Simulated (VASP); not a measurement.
# NaH (Fm-3m) in VASP: further runs

NaH is run at these levels: PBEsol; tasks: electric field gradients.

Everything below comes from runs of VASP 6.6.1. Logs are shortened: lines on timing, memory, paths and dates and some standing lists are left out, and cuts for length are marked.

## (1) The cell of the first run

Symmetry: Fm-3m, No. 225, cubic system. Conventional cell: a = 4.912 Å, b = 4.912 Å, c = 4.912 Å, α = 90.00°, β = 90.00°, γ = 90.00°. Within 3.2 Å of Na (site symmetry m-3m) lie 6 H at 2.46 Å. H (site symmetry m-3m) has 6 Na at 2.46 Å within 3.2 Å.

## (2) Electric field gradients, PBEsol (14.82 Å³/atom)

The input, INCAR:

```
SYSTEM = NaH
PREC     = Accurate       ! precision mode
ENCUT    = 520            ! plane-wave cutoff, eV
EDIFF    = 1E-8           ! SCF threshold, eV
ISMEAR   = -1             ! smearing method
SIGMA    = 0.03           ! smearing width, eV
LREAL    = .False.        ! projectors in reciprocal space
LASPH    = .True.         ! aspherical terms in the spheres
NELM     = 80             ! most SCF steps
ALGO     = Normal         ! electronic algorithm
ISIF     = 2              ! what is computed and relaxed
LWAVE    = .False.        ! write WAVECAR
LCHARG   = .False.        ! write CHGCAR
GGA      = PS             ! functional
LEFG     = .True.       
NBANDS   = 11             ! bands
```

The input, KPOINTS:

```
Automatic mesh
0
Gamma
  9 9 9
  0 0 0
```

The input, POSCAR:

```
NaH
1.0
    0.0000000000      2.4561594113      2.4561594113
    2.4561594113      0.0000000000      2.4561594113
    2.4561594113      2.4561594113      0.0000000000
Na H
1 1
Direct
    0.0000000000      0.0000000000      0.0000000000
    0.5000000000      0.5000000000      0.5000000000
```

Potentials or basis: VASP PAW PBE potentials, release 64 (Na_pv, H).

Run with:

```
> cat potpaw_PBE.64/Na_pv/POTCAR potpaw_PBE.64/H/POTCAR > POTCAR
> mpirun -np 1 vasp_std > vasp.out
```

OUTCAR:

```text
SYSTEM = NaH
   PREC = Accurate
   ENCUT = 520
   EDIFF = 1E-8
   ISMEAR = -1
   LREAL = .False.
   LASPH = .True.
   NELM = 80
   ISIF = 2
   GGA = PS

 ion  position               nearest neighbor table
   1  0.000  0.000  0.000-
   2  0.500  0.500  0.500-

  LATTYP: Found a face centered cubic cell.
 ALAT       =     4.9123188226

  Lattice vectors:

 A1 = (   0.0000000000,   2.4561594113,   2.4561594113)
 A2 = (   2.4561594113,   0.0000000000,   2.4561594113)
 A3 = (   2.4561594113,   2.4561594113,   0.0000000000)

Analysis of symmetry for initial positions (statically):
=====================================================================
 Subroutine PRICEL returns:
 Original cell was already a primitive cell.

 Routine SETGRP: Setting up the symmetry group for a
 face centered cubic supercell.

 Subroutine GETGRP returns: Found 48 space group operations
 (whereof 48 operations were pure point group operations)
 out of a pool of 48 trial point group operations.

The static configuration has the point symmetry O_h .

Analysis of symmetry for dynamics (positions and initial velocities):
=====================================================================
 Subroutine PRICEL returns:
 Original cell was already a primitive cell.

 Routine SETGRP: Setting up the symmetry group for a
 face centered cubic supercell.

 Subroutine GETGRP returns: Found 48 space group operations
 (whereof 48 operations were pure point group operations)
 out of a pool of 48 trial point group operations.

The dynamic configuration has the point symmetry O_h .

 Subroutine INISYM returns: Found 48 space group operations
 (whereof 48 operations are pure point group operations),
 and found     1 'primitive' translations

----------------------------------------------------------------------------------------

                                     Primitive cell

  volume of cell :      29.6346

  direct lattice vectors                    reciprocal lattice vectors
     0.000000000  2.456159411  2.456159411    -0.203569849  0.203569849  0.203569849
     2.456159411  0.000000000  2.456159411     0.203569849 -0.203569849  0.203569849
     2.456159411  2.456159411  0.000000000     0.203569849  0.203569849 -0.203569849

  length of vectors
     3.473533951  3.473533951  3.473533951     0.352593321  0.352593321  0.352593321

  position of ions in fractional coordinates (direct lattice)
     0.000000000  0.000000000  0.000000000
     0.500000000  0.500000000  0.500000000

  ion indices of the primitive-cell ions
   primitive index   ion index
                 1           1
                 2           2

----------------------------------------------------------------------------------------

 KPOINTS: Automatic mesh

Automatic generation of k-mesh.
 Grid dimensions read from file:
 generate k-points for:    9    9    9

 Generating k-lattice:

  Cartesian coordinates                     Fractional coordinates (reciprocal lattice)
    -0.022618872  0.022618872  0.022618872     0.111111111  0.000000000  0.000000000
     0.022618872 -0.022618872  0.022618872     0.000000000  0.111111111  0.000000000
     0.022618872  0.022618872 -0.022618872     0.000000000  0.000000000  0.111111111

  Length of vectors
     0.039177036  0.039177036  0.039177036

  Shift w.r.t. Gamma in fractional coordinates (k-lattice)
     0.000000000  0.000000000  0.000000000

 Subroutine IBZKPT returns following result:
 ===========================================

 Found     35 irreducible k-points:

 Following reciprocal coordinates:
            Coordinates               Weight
  0.000000  0.000000  0.000000      1.000000
  0.111111  0.000000  0.000000      8.000000
  0.222222  0.000000  0.000000      8.000000
  0.333333  0.000000  0.000000      8.000000
  0.444444  0.000000  0.000000      8.000000
  0.111111  0.111111  0.000000      6.000000
[... 16 lines left out ...]
 -0.333333  0.333333  0.000000     12.000000
  0.444444  0.444444  0.000000      6.000000
 [... further k-points ...]
   k-points           NKPTS =     35   k-points in BZ     NKDIM =     35   number of bands    NBANDS=     11
   number of dos      NEDOS =    301   number of ions     NIONS =      2
   total plane-waves  NPLWV =  21952
   dimension x,y,z NGX =    28 NGY =   28 NGZ =   28
   dimension x,y,z NGXF=    56 NGYF=   56 NGZF=   56
   ions per type =               1   1
   NGX,Y,Z   is equivalent  to a cutoff of  13.40, 13.40, 13.40 a.u.
   NGXF,Y,Z  is equivalent  to a cutoff of  26.80, 26.80, 26.80 a.u.
 SYSTEM =  NaH
   PREC   = accura    normal or accurate (medium, high low for compatibility)
   ISTART =      0    job   : 0-new  1-cont  2-samecut
   ICHARG =      2    charge: 1-file 2-atom 10-const
   ISPIN  =      1    spin polarized calculation?
   LNONCOLLINEAR =      F non collinear calculations
   LSORBIT =      F    spin-orbit coupling
   LASPH  =      T    aspherical Exc in radial PAW
   ENCUT  =  520.0 eV  38.22 Ry    6.18 a.u.   6.46  6.46  6.46*2*pi/ulx,y,z
   NELM   =     80;   NELMIN=  2; NELMDL= -5     # of ELM steps
   EDIFF  = 0.1E-07   stopping-criterion for ELM
   LREAL  =      F    real-space projection
   EDIFFG = 0.1E-06   stopping-criterion for IOM
   NSW    =      0    number of steps for IOM
   IBRION =     -1    ionic relax: 0-MD 1-quasi-New 2-CG
   NFREE  =      0    steps in history (QN), initial steepest desc. (CG)
   ISIF   =      2    stress and relaxation
   ISYM   =      2    0-nonsym 1-usesym 2-fastsym
   POTIM  = 0.5000    time-step for ionic-motion
   TEBEG  =    0.0;   TEEND  =   0.0 temperature during run
   PSTRESS=    0.0 pullay stress
   NELECT =       8.0000    total number of electrons
   NUPDOWN=      -1.0000    fix difference up-down
   EMIN   =  10.00;   EMAX   =-10.00  energy-range for DOS
   EFERMI =   0.00;   METHOD = LEGACY
   ISMEAR =    -1;   SIGMA  =   0.03  broadening in eV -4-tet -1-fermi 0-gaus
   EFERMI_NEDOS =   21; number of points for ismear=-14 and -15
   IALGO  =     38    algorithm
   IMIX   =      4    mixing-type and parameters
     AMIX     =   0.40;   BMIX     =  1.00
     AMIX_MAG =   1.60;   BMIX_MAG =  1.00
  volume/ion in A,a.u.               =      14.82        99.99
  Fermi-wavevector in a.u.,A,eV,Ry     =   1.058047  1.999419 15.231224  1.119463
  Thomas-Fermi vector in A             =   2.193342
   LORBIT       =      0    0 simple, 1 ext, 2 COOP (PROOUT), +10 PAW based schemes
   GGA     = PS    functional components
   LHFCALC =     F    Hartree Fock is set to
   AEXX    =    0.0000 exact exchange contribution
   IVDW    =     0    specifies the selected vdW correction
   LEPSILON=     F    determine dielectric tensor
   LRPA    =     F    only Hartree local field effects (RPA)
 non-spin polarized calculation
  energy-cutoff  :      520.00
  volume of cell :       29.63
 maximum number of plane-waves:       821
 NGX is ok and might be reduce to    28
   NGX = 13   NGY = 13   NGZ = 13

 number of electron       8.0000008 magnetization

 Free energy of the ion-electron system (eV)
  ---------------------------------------------------
  ext. energy  EPLUGINS =         0.00000000
  ---------------------------------------------------
  free energy    TOTEN  =        -5.07565467 eV

  energy without entropy =       -5.07565467  energy(sigma->0) =       -5.07565467

 E-fermi :  -0.6427     XC(G=0):  -7.7234

 val. band max:       -1.3086825599   @ k =  -0.3333   0.4444   0.1111
 cond. band min:       2.4776187863   @ k =  -0.4444   0.1111   0.0000
 fundamental gap:      3.7863013462
 Fermi energy:        -0.6427498666

 k-point     1 :       0.0000    0.0000    0.0000
  band No.  band energies     occupation
      1     -23.3290      2.00000
      2     -23.3290      2.00000
      3     -23.3290      2.00000
      4      -4.8284      2.00000
      5       8.7457      0.00000
      6      13.7946      0.00000
      7      13.7946      0.00000
      8      13.7946      0.00000
      9      14.6263      0.00000
     10      14.6263      0.00000
     11      14.6263      0.00000

 k-point     2 :       0.1111    0.0000    0.0000
  band No.  band energies     occupation
      1     -23.3387      2.00000
      2     -23.3302      2.00000
      3     -23.3302      2.00000
      4      -4.6218      2.00000
      5       8.0767      0.00000
      6      11.4780      0.00000
      7      13.1055      0.00000
      8      13.1055      0.00000
      9      15.4902      0.00000
     10      15.4902      0.00000
     11      15.5398      0.00000
[... 295 lines left out ...]
 k-point    24 :       0.4444    0.4444    0.0000
  band No.  band energies     occupation
      1     -23.3999      2.00000
      2     -23.3560      2.00000
      3     -23.3560      2.00000
      4      -1.6024      2.00000
      5       3.2968      0.00000
      6       8.4277      0.00000
      7       9.0212      0.00000
      8       9.0212      0.00000
      9      10.1228      0.00000
     10      21.2902      0.00000
     11      23.1357      0.00000

 [... further k-points ...]
[... 5 lines left out ...]
  --------------------------------------------------------------------------------------
  -------------------------------------------------------------------------------------
  Total       -0.2909462     -0.2909462     -0.2909462      0.0000000      0.0000000     -0.0000000
  in kB      -15.7298131    -15.7298131    -15.7298131      0.0000000      0.0000000     -0.0000000
  external PRESSURE =     -15.7298131 kB  Pullay stress =       0.0000000 kB

 VOLUME and BASIS-vectors are now :
 -----------------------------------------------------------------------------
  energy-cutoff  :      520.00
  volume of cell :       29.63
      direct lattice vectors                 reciprocal lattice vectors
     0.000000000  2.456159411  2.456159411    -0.203569849  0.203569849  0.203569849
     2.456159411  0.000000000  2.456159411     0.203569849 -0.203569849  0.203569849
     2.456159411  2.456159411  0.000000000     0.203569849  0.203569849 -0.203569849

 POSITION                                       TOTAL-FORCE (eV/Angst)
 -----------------------------------------------------------------------------------
      0.00000      0.00000      0.00000         0.000000      0.000000      0.000000
      2.45616      2.45616      2.45616        -0.000000     -0.000000     -0.000000
 -----------------------------------------------------------------------------------
    total drift:                               -0.000000     -0.000000     -0.000000

  FREE ENERGIE OF THE ION-ELECTRON SYSTEM (eV)
  ---------------------------------------------------
  free  energy   TOTEN  =        -5.0756546725 eV

  energy  without entropy=       -5.0756546725  energy(sigma->0) =       -5.07565467

 Electric field gradients (V/A^2)
---------------------------------------------------------------------
 ion       V_xx      V_yy      V_zz      V_xy      V_xz      V_yz
---------------------------------------------------------------------
   1       0.000    -0.000    -0.000     0.002     0.002     0.002
   2      -0.000     0.000     0.000     0.001     0.001     0.001
---------------------------------------------------------------------

 Electric field gradients after diagonalization (V/A^2)
 (convention: |V_zz| > |V_xx| > |V_yy|)
----------------------------------------------------------------------
 ion       V_xx      V_yy      V_zz     asymmetry (V_yy - V_xx)/ V_zz
----------------------------------------------------------------------
   1      -0.002    -0.002     0.004       0.000
   2      -0.001    -0.001     0.002       0.000
----------------------------------------------------------------------

           NMR quadrupolar parameters

 Cq : quadrupolar parameter    Cq=e*Q*V_zz/h
 eta: asymmetry parameters     (V_yy - V_xx)/ V_zz
 Q  : nuclear electric quadrupole moment in mb (millibarn)
----------------------------------------------------------------------
 ion       Cq(MHz)       eta       Q (mb)
----------------------------------------------------------------------
   1       0.000       0.000       1.000
   2       0.000       0.000       1.000
----------------------------------------------------------------------
```

It took 21 s on 1 thread of Intel Xeon 8259CL, shared host; peak memory 0.15 GiB.

Results:

```yaml
Free_energy: -5.0757 eV
Pressure: -1.6 GPa
Band_gap_on_the_k_mesh: 3.79 eV (least direct gap 4.50 eV)
Largest_electric_field_gradient_by_atom: zero within the noise of the run
```

Levels at points of the mesh, in eV from the valence-band top:
| k point | band 1 | band 2 | band 3 | band 4 | band 5 | band 6 | band 7 | band 8 |
| --- | --- | --- | --- | --- | --- | --- | --- | --- |
| (0.00, 0.00, 0.00) | -22.02 | -22.02 | -22.02 | -3.52 | 10.05 | 15.10 | 15.10 | 15.10 |

Caveat: the PAW data sets were made with another functional, which shifts forces and pressure a little; an odd mesh through Γ misses points on the zone boundary, where band edges can lie.

(Continued in part 2 of 2.)
